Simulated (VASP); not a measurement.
# Ti16S in VASP: a series of runs

Runs on Ti16S. Level: PBE. Tasks: single point.

Everything below comes from runs of VASP 6.6.1. Logs are shortened: lines on timing, memory, paths and dates and some standing lists are left out, and cuts for length are marked.

**1. The cell of the first run**

The cell holds a slab with vacuum, 17 atoms: a = 6.511 Å, b = 6.511 Å, c = 20.179 Å, α = 90.00°, β = 90.00°, γ = 90.00°.

**2. Single point, PBE**

Contents of INCAR:

```
SYSTEM = Ti16S
PREC = Accurate ; ENCUT = 520
EDIFF = 1E-7 ; ISMEAR = 0
SIGMA = 0.1 ; LREAL = Auto
LASPH = .True. ; NELM = 100
ALGO = Normal ; ISIF = 2
LWAVE = .False. ; LCHARG = .False.
LDIPOL = .True. ; IDIPOL = 3
DIPOL = 0.5 0.5 0.329 ; GGA = PE
NBANDS = 113
```

Contents of KPOINTS:

```
Automatic mesh
0
Gamma
  4 4 1
  0 0 0
```

Contents of POSCAR:

```
Ti16S
1.0
    6.5106718526      0.0000000000      0.0000000000
    0.0000000000      6.5106718526      0.0000000000
    0.0000000000      0.0000000000     20.1793674177
Ti S
16 1
Direct
    0.2500000000      0.2500000000      0.1982222692
    0.2500000000      0.7500000000      0.1982222692
    0.7500000000      0.2500000000      0.1982222692
    0.7500000000      0.7500000000      0.1982222692
    0.0000000000      0.0000000000      0.2788822785
    0.0000000000      0.5000000000      0.2788822785
    0.5000000000      0.0000000000      0.2788822785
    0.5000000000      0.5000000000      0.2788822785
    0.2500000000      0.2500000000      0.3551865279
    0.2500000000      0.7500000000      0.3551865279
    0.7500000000      0.2500000000      0.3551865279
    0.7500000000      0.7500000000      0.3551865279
    0.0000000000      0.0000000000      0.4301109761
    0.0000000000      0.5000000000      0.4301109761
    0.5000000000      0.0000000000      0.4301109761
    0.5000000000      0.5000000000      0.4301109761
    0.0000000000      0.0000000000      0.5375715526
```

Potentials or basis: VASP PAW PBE potentials, release 64 (Ti_sv, S).

Launch:

```
$ cat potpaw_PBE.64/Ti_sv/POTCAR potpaw_PBE.64/S/POTCAR > POTCAR
$ mpirun -np 1 vasp_std > vasp.out
```

OUTCAR:

```text
SYSTEM = Ti16S
   PREC = Accurate
   ENCUT = 520
   EDIFF = 1E-7
   ISMEAR = 0
   LREAL = Auto
   LASPH = .True.
   NELM = 100
   ISIF = 2
   GGA = PE

 ion  position               nearest neighbor table
   1  0.250  0.250  0.198-   5 2.82   6 2.82   7 2.82   8 2.82
   2  0.250  0.750  0.198-   5 2.82   6 2.82   7 2.82   8 2.82
   3  0.750  0.250  0.198-   5 2.82   6 2.82   7 2.82   8 2.82
   4  0.750  0.750  0.198-   5 2.82   6 2.82   7 2.82   8 2.82
   5  0.000  0.000  0.279-   9 2.77  10 2.77  11 2.77  12 2.77   1 2.82   2 2.82   3 2.82   4 2.82

   6  0.000  0.500  0.279-   9 2.77  10 2.77  11 2.77  12 2.77   1 2.82   2 2.82   3 2.82   4 2.82

   7  0.500  0.000  0.279-   9 2.77  10 2.77  11 2.77  12 2.77   1 2.82   2 2.82   3 2.82   4 2.82

   8  0.500  0.500  0.279-   9 2.77  10 2.77  11 2.77  12 2.77   1 2.82   2 2.82   3 2.82   4 2.82

   9  0.250  0.250  0.355-  13 2.75  14 2.75  15 2.75  16 2.75   5 2.77   6 2.77   7 2.77   8 2.77

  10  0.250  0.750  0.355-  13 2.75  14 2.75  15 2.75  16 2.75   5 2.77   6 2.77   7 2.77   8 2.77

  11  0.750  0.250  0.355-  13 2.75  14 2.75  15 2.75  16 2.75   5 2.77   6 2.77   7 2.77   8 2.77

  12  0.750  0.750  0.355-  13 2.75  14 2.75  15 2.75  16 2.75   5 2.77   6 2.77   7 2.77   8 2.77

  13  0.000  0.000  0.430-  17 2.17  10 2.75  11 2.75  12 2.75   9 2.75
  14  0.000  0.500  0.430-   9 2.75  10 2.75  11 2.75  12 2.75
  15  0.500  0.000  0.430-   9 2.75  10 2.75  11 2.75  12 2.75
  16  0.500  0.500  0.430-   9 2.75  10 2.75  11 2.75  12 2.75
  17  0.000  0.000  0.538-  13 2.17

  LATTYP: Found a simple tetragonal cell.
 ALAT       =     6.5106718526
 C/A-ratio  =     3.0994293484

  Lattice vectors:

 A1 = (   6.5106718526,   0.0000000000,   0.0000000000)
 A2 = (   0.0000000000,   6.5106718526,   0.0000000000)
 A3 = (   0.0000000000,   0.0000000000,  20.1793674177)

Analysis of symmetry for initial positions (statically):
=====================================================================
 Subroutine PRICEL returns:
 Original cell was already a primitive cell.

 Routine SETGRP: Setting up the symmetry group for a
 simple tetragonal supercell.

 Subroutine GETGRP returns: Found  8 space group operations
 (whereof  8 operations were pure point group operations)
 out of a pool of 16 trial point group operations.

The static configuration has the point symmetry C_4v.

Analysis of symmetry for dynamics (positions and initial velocities):
=====================================================================
 Subroutine PRICEL returns:
 Original cell was already a primitive cell.

 Routine SETGRP: Setting up the symmetry group for a
 simple tetragonal supercell.

 Subroutine GETGRP returns: Found  8 space group operations
 (whereof  8 operations were pure point group operations)
 out of a pool of 16 trial point group operations.

The dynamic configuration has the point symmetry C_4v.

 Subroutine INISYM returns: Found  8 space group operations
 (whereof  8 operations are pure point group operations),
 and found     1 'primitive' translations

----------------------------------------------------------------------------------------

                                     Primitive cell

  volume of cell :     855.3801

  direct lattice vectors                    reciprocal lattice vectors
     6.510671853  0.000000000  0.000000000     0.153593980  0.000000000  0.000000000
     0.000000000  6.510671853  0.000000000     0.000000000  0.153593980  0.000000000
     0.000000000  0.000000000 20.179367418     0.000000000  0.000000000  0.049555567

  length of vectors
     6.510671853  6.510671853 20.179367418     0.153593980  0.153593980  0.049555567

  position of ions in fractional coordinates (direct lattice)
     0.250000000  0.250000000  0.198222269
     0.250000000  0.750000000  0.198222269
     0.750000000  0.250000000  0.198222269
     0.750000000  0.750000000  0.198222269
     0.000000000  0.000000000  0.278882278
     0.000000000  0.500000000  0.278882278
[... 9 lines left out ...]
     0.500000000  0.500000000  0.430110976
     0.000000000  0.000000000  0.537571553

  ion indices of the primitive-cell ions
   primitive index   ion index
                 1           1
                 2           2
                 3           3
                 4           4
                 5           5
                 6           6
[... 9 lines left out ...]
                16          16
                17          17

----------------------------------------------------------------------------------------

 KPOINTS: Automatic mesh

Automatic generation of k-mesh.
 Grid dimensions read from file:
 generate k-points for:    4    4    1

 Generating k-lattice:

  Cartesian coordinates                     Fractional coordinates (reciprocal lattice)
     0.038398495  0.000000000  0.000000000     0.250000000  0.000000000  0.000000000
     0.000000000  0.038398495  0.000000000     0.000000000  0.250000000  0.000000000
     0.000000000  0.000000000  0.049555567     0.000000000  0.000000000  1.000000000

  Length of vectors
     0.038398495  0.038398495  0.049555567

  Shift w.r.t. Gamma in fractional coordinates (k-lattice)
     0.000000000  0.000000000  0.000000000

 Subroutine IBZKPT returns following result:
 ===========================================

 Found      6 irreducible k-points:

 Following reciprocal coordinates:
            Coordinates               Weight
  0.000000  0.000000  0.000000      1.000000
  0.250000  0.000000  0.000000      4.000000
  0.500000  0.000000  0.000000      2.000000
  0.250000  0.250000  0.000000      4.000000
  0.500000  0.250000  0.000000      4.000000
  0.500000  0.500000  0.000000      1.000000
   k-points           NKPTS =      6   k-points in BZ     NKDIM =      6   number of bands    NBANDS=    113
   number of dos      NEDOS =    301   number of ions     NIONS =     17
   total plane-waves  NPLWV = 345600
   dimension x,y,z NGX =    48 NGY =   48 NGZ =  150
   dimension x,y,z NGXF=    96 NGYF=   96 NGZF=  300
   ions per type =              16   1
   NGX,Y,Z   is equivalent  to a cutoff of  12.26, 12.26, 12.36 a.u.
   NGXF,Y,Z  is equivalent  to a cutoff of  24.51, 24.51, 24.72 a.u.
 SYSTEM =  Ti16S
   PREC   = accura    normal or accurate (medium, high low for compatibility)
   ISTART =      0    job   : 0-new  1-cont  2-samecut
   ICHARG =      2    charge: 1-file 2-atom 10-const
   ISPIN  =      1    spin polarized calculation?
   LNONCOLLINEAR =      F non collinear calculations
   LSORBIT =      F    spin-orbit coupling
   LASPH  =      T    aspherical Exc in radial PAW
   ENCUT  =  520.0 eV  38.22 Ry    6.18 a.u.  12.11 12.11 37.52*2*pi/ulx,y,z
   NELM   =    100;   NELMIN=  2; NELMDL= -5     # of ELM steps
   EDIFF  = 0.1E-06   stopping-criterion for ELM
   LREAL  =      T    real-space projection
   EDIFFG = 0.1E-05   stopping-criterion for IOM
   NSW    =      0    number of steps for IOM
   IBRION =     -1    ionic relax: 0-MD 1-quasi-New 2-CG
   NFREE  =      0    steps in history (QN), initial steepest desc. (CG)
   ISIF   =      2    stress and relaxation
   ISYM   =      2    0-nonsym 1-usesym 2-fastsym
   POTIM  = 0.5000    time-step for ionic-motion
   TEBEG  =    0.0;   TEEND  =   0.0 temperature during run
   PSTRESS=    0.0 pullay stress
   NELECT =     198.0000    total number of electrons
   NUPDOWN=      -1.0000    fix difference up-down
   EMIN   =  10.00;   EMAX   =-10.00  energy-range for DOS
   EFERMI =   0.00;   METHOD = LEGACY
   ISMEAR =     0;   SIGMA  =   0.10  broadening in eV -4-tet -1-fermi 0-gaus
   EFERMI_NEDOS =   21; number of points for ismear=-14 and -15
   IALGO  =     38    algorithm
   IMIX   =      4    mixing-type and parameters
     AMIX     =   0.40;   BMIX     =  1.00
     AMIX_MAG =   1.60;   BMIX_MAG =  1.00
  volume/ion in A,a.u.               =      50.32       339.55
  Fermi-wavevector in a.u.,A,eV,Ry     =   1.005179  1.899513 13.747126  1.010385
  Thomas-Fermi vector in A             =   2.137842
   LORBIT       =      0    0 simple, 1 ext, 2 COOP (PROOUT), +10 PAW based schemes
   GGA     = PE    functional components
   LHFCALC =     F    Hartree Fock is set to
   AEXX    =    0.0000 exact exchange contribution
   IVDW    =     0    specifies the selected vdW correction
   LEPSILON=     F    determine dielectric tensor
   LRPA    =     F    only Hartree local field effects (RPA)
 non-spin polarized calculation
 Gauss-broadening in eV      SIGMA  =   0.10
  energy-cutoff  :      520.00
  volume of cell :      855.38
 maximum number of plane-waves:     23060
   NGX = 25   NGY = 25   NGZ = 75

 dipolmoment           0.000000      0.000000     -0.030794 electrons x Angstroem

 number of electron     198.0000090 magnetization

 dipolmoment           0.000000      0.000000      0.425692 electrons x Angstroem

 Free energy of the ion-electron system (eV)
  ---------------------------------------------------
  ext. energy  EPLUGINS =         0.00000000
  ---------------------------------------------------
  free energy    TOTEN  =      -121.07353611 eV

  energy without entropy =     -120.88479550  energy(sigma->0) =     -120.97916581

 E-fermi :   0.2436     XC(G=0):  -4.9820

 val. band max:        0.2384559280   @ k =   0.2500   0.2500   0.0000
 cond. band min:       0.2681222329   @ k =   0.0000   0.0000   0.0000
 fundamental gap:      0.0296663049
 Fermi energy:         0.2435612404

 k-point     1 :       0.0000    0.0000    0.0000
  band No.  band energies     occupation
      1     -56.8160      2.00000
      2     -56.8019      2.00000
      3     -56.8019      2.00000
      4     -56.7921      2.00000
      5     -56.7333      2.00000
      6     -56.7285      2.00000
[... 103 lines left out ...]
    110       1.0691      0.00000
    111       1.1775      0.00000

 k-point     2 :       0.2500    0.0000    0.0000
  band No.  band energies     occupation
      1     -56.8139      2.00000
      2     -56.8040      2.00000
      3     -56.8005      2.00000
      4     -56.7936      2.00000
      5     -56.7325      2.00000
      6     -56.7290      2.00000
[... 103 lines left out ...]
    110       1.1221      0.00000
    111       1.1711      0.00000

 k-point     3 :       0.5000    0.0000    0.0000
  band No.  band energies     occupation
      1     -56.8090      2.00000
      2     -56.8089      2.00000
      3     -56.7970      2.00000
      4     -56.7970      2.00000
      5     -56.7308      2.00000
      6     -56.7303      2.00000
[... 103 lines left out ...]
    110       1.0543      0.00000
    111       1.0733      0.00000

 k-point     4 :       0.2500    0.2500    0.0000
  band No.  band energies     occupation
      1     -56.8120      2.00000
      2     -56.8025      2.00000
      3     -56.8024      2.00000
      4     -56.7951      2.00000
      5     -56.7318      2.00000
      6     -56.7293      2.00000
[... 103 lines left out ...]
    110       1.0579      0.00000
    111       1.0655      0.00000

 k-point     5 :       0.5000    0.2500    0.0000
  band No.  band energies     occupation
      1     -56.8072      2.00000
      2     -56.8072      2.00000
      3     -56.7988      2.00000
      4     -56.7988      2.00000
      5     -56.7305      2.00000
      6     -56.7302      2.00000
[... 103 lines left out ...]
    110       0.9689      0.00000
    111       1.0471      0.00000

 k-point     6 :       0.5000    0.5000    0.0000
  band No.  band energies     occupation
      1     -56.8030      2.00000
      2     -56.8030      2.00000
      3     -56.8030      2.00000
      4     -56.8030      2.00000
      5     -56.7302      2.00000
      6     -56.7302      2.00000
[... 103 lines left out ...]
    110       0.9118      0.00000
    111       0.9119      0.00000
 [bands above 111 left out]

------------------------ aborting loop because EDIFF is reached ----------------------------------------

 vacuum level on the upper side and lower side of the slab       (xc-potential included)         0.796        -0.981

  FORCE on cell =-STRESS in cart. coord.  units (eV):
  Direction    XX          YY          ZZ          XY          YZ          ZX
  --------------------------------------------------------------------------------------
  -------------------------------------------------------------------------------------
  Total      -11.2932547    -11.2932547     -2.8080618      0.0000000      0.0000000      0.0000000
  in kB      -21.1529306    -21.1529306     -5.2596649      0.0000000      0.0000000      0.0000000
  external PRESSURE =     -15.8551754 kB  Pullay stress =       0.0000000 kB

 VOLUME and BASIS-vectors are now :
 -----------------------------------------------------------------------------
  energy-cutoff  :      520.00
  volume of cell :      855.38
      direct lattice vectors                 reciprocal lattice vectors
     6.510671853  0.000000000  0.000000000     0.153593980  0.000000000  0.000000000
     0.000000000  6.510671853  0.000000000     0.000000000  0.153593980  0.000000000
     0.000000000  0.000000000 20.179367418     0.000000000  0.000000000  0.049555567

 POSITION                                       TOTAL-FORCE (eV/Angst)
 -----------------------------------------------------------------------------------
      1.62767      1.62767      4.00000        -0.006042     -0.006042      0.577288
      1.62767      4.88300      4.00000        -0.006042      0.006042      0.577288
      4.88300      1.62767      4.00000         0.006042     -0.006042      0.577288
      4.88300      4.88300      4.00000         0.006042      0.006042      0.577288
      0.00000      0.00000      5.62767         0.000000      0.000000     -0.807879
      0.00000      3.25534      5.62767         0.000000      0.000000     -0.487478
[... 9 lines left out ...]
      3.25534      3.25534      8.67937         0.000000      0.000000     -0.319308
      0.00000      0.00000     10.84785         0.000000      0.000000     -0.016788
 -----------------------------------------------------------------------------------
    total drift:                                0.000000      0.000000      0.133261

  FREE ENERGIE OF THE ION-ELECTRON SYSTEM (eV)
  ---------------------------------------------------
  free  energy   TOTEN  =      -121.0735361138 eV

  energy  without entropy=     -120.8847955020  energy(sigma->0) =     -120.97916581

 vacuum level on the upper side and lower side of the slab         5.188         3.361
```

Run time: 16 min. Hardware: 1 thread of Intel Xeon 6975P-C (Granite Rapids), shared host; peak memory 0.89 GiB.

Results:

* Free energy: -121.0735 eV
* Largest force: 0.826 eV/Å
* Band gap on the k mesh: zero (bands 99 and 100 overlap by 0.15 eV)

Forces in eV/Å, atoms in the order of the input:
```
Ti  -0.006 -0.006  0.577
Ti  -0.006  0.006  0.577
Ti   0.006 -0.006  0.577
Ti   0.006  0.006  0.577
Ti   0.000  0.000 -0.808
Ti   0.000  0.000 -0.487
Ti   0.000  0.000 -0.487
Ti   0.000  0.000 -0.481
Ti   0.336  0.336 -0.301
Ti   0.336 -0.336 -0.301
Ti  -0.336  0.336 -0.301
Ti  -0.336 -0.336 -0.301
Ti   0.000  0.000  0.826
Ti   0.000  0.000  0.334
Ti   0.000  0.000  0.334
Ti   0.000  0.000 -0.319
S    0.000  0.000 -0.017
```

**3. Single point, PBE**

Contents of INCAR:

```
PREC = Accurate ; ENCUT = 520
EDIFF = 1E-6 ; ISMEAR = 0
SIGMA = 0.1 ; LREAL = Auto
LASPH = True ; NELM = 100
ALGO = Normal ; ISIF = 2
LWAVE = False ; LCHARG = True
LDIPOL = True ; IDIPOL = 3
DIPOL = 0.5 0.5 0.325 ; GGA = PE
LELF = True ; LVHAR = True
LVACPOTAV = True ; NBANDS = 113
```

Contents of KPOINTS:

```
regular mesh
0
Gamma
  4 4 1
```

POSCAR: that of step 2 with these lines changed.

```diff
@@ -24,2 +24,2 @@
     0.5000000000      0.5000000000      0.4301109761
-    0.0000000000      0.0000000000      0.5375715526
+    0.2500000000      0.2500000000      0.4809065912
```

Potentials or basis: VASP PAW PBE potentials, release 64 (Ti_sv, S).

Launch:

```
$ cat potpaw_PBE.64/Ti_sv/POTCAR potpaw_PBE.64/S/POTCAR > POTCAR
$ mpirun -np 1 vasp_std > vasp.out
```

Run time: 14 min. Hardware: 1 thread of Intel Xeon 6975P-C (Granite Rapids), shared host; peak memory 0.88 GiB.

It converged, with:

```
Free energy            : -123.7624 eV
Largest force          : 0.562 eV/Å
Band gap on the k mesh : zero (bands 99 and 100 overlap by 0.16 eV)
```

Forces in eV/Å, atoms in the order of the input:
```
Ti   0.000  0.000  0.558
Ti   0.000  0.000  0.499
Ti   0.000  0.000  0.499
Ti   0.000  0.000  0.547
Ti   0.032  0.032 -0.560
Ti   0.032 -0.032 -0.560
Ti  -0.032  0.032 -0.560
Ti  -0.032 -0.032 -0.560
Ti   0.000  0.000 -0.549
Ti   0.000  0.000 -0.189
Ti   0.000  0.000 -0.189
Ti   0.000  0.000 -0.325
Ti  -0.105 -0.105  0.348
Ti  -0.105  0.105  0.348
Ti   0.105 -0.105  0.348
Ti   0.105  0.105  0.348
S    0.000  0.000 -0.002
```

Levels at points of the mesh, in eV from the Fermi level:
```csv
k point,band 96,band 97,band 98,band 99,band 100,band 101
"(0.00, 0.00, 0.00)",-0.17,-0.17,0.00,0.00,0.12,0.21
"(0.50, 0.00, 0.00)",-0.06,-0.04,0.08,0.08,0.08,0.16
"(0.50, 0.50, 0.00)",-0.26,-0.15,-0.14,-0.14,-0.08,-0.02
```
